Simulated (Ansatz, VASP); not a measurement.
**Ca in VASP and in Ansatz**

The input INCAR:

```
SYSTEM = Ca
  PREC = Accurate
  ENCUT = 520
  EDIFF = 1E-7
  ISMEAR = 0
  SIGMA = 0.1
  LREAL = .FALSE.
  LASPH = .TRUE.
  NELM = 60
  ALGO = Fast
  ISIF = 2
  LWAVE = .FALSE.
  LCHARG = .FALSE.
  GGA = PS
  NBANDS = 11
```

KPOINTS

```
Automatic mesh
0
G
  14 14 14
  0 0 0
```

File POSCAR:

```
Ca
1.0
    0.0000000000      2.8288760220      2.8288760220
    2.8288760220      0.0000000000      2.8288760220
    2.8288760220      2.8288760220      0.0000000000
Ca
1
Direct
    0.0000000000      0.0000000000      0.0000000000
```

Input for Ansatz:

```yaml
crystal:
  lattice:
    - [0.0, 2.828876022, 2.828876022]
    - [2.828876022, 0.0, 2.828876022]
    - [2.828876022, 2.828876022, 0.0]
  atoms:
    - { symbol: Ca, position: [0.0, 0.0, 0.0] }
basis:
  ecutwfc: 420
kpoints:
  mp_grid: { grid: [14, 14, 14] }
hamiltonian:
  xc: pbesol
scf:
  occupations: { method: gaussian, width: 0.1 }
output:
  forces: true
  stress: true
  eigenvalues: true
```

Alike in both runs: task single point; functional PBEsol; k mesh 14 × 14 × 14; occupations gaussian, width 0.1 eV; no spin polarisation.

|  | VASP | Ansatz |
| --- | --- | --- |
| version | VASP 6.6.1 | Ansatz 0.2.0 |
| potentials or method | VASP PAW PBE potentials, release 64 (Ca_sv), cutoff 520 eV | scalar-relativistic, plane waves, PAW |
| valence electrons in the cell | 10 | 10 |

|  | VASP | Ansatz | Ansatz less VASP |
| --- | --- | --- | --- |
| gap on the k mesh at the Fermi level (eV) | none | none | - |
| pressure (GPa) | -1.6 | -1.6 | -0.01 |

VASP's potentials were made for PBE, not for PBEsol. A gap of «none» marks a metal or a gap that the smearing closes.
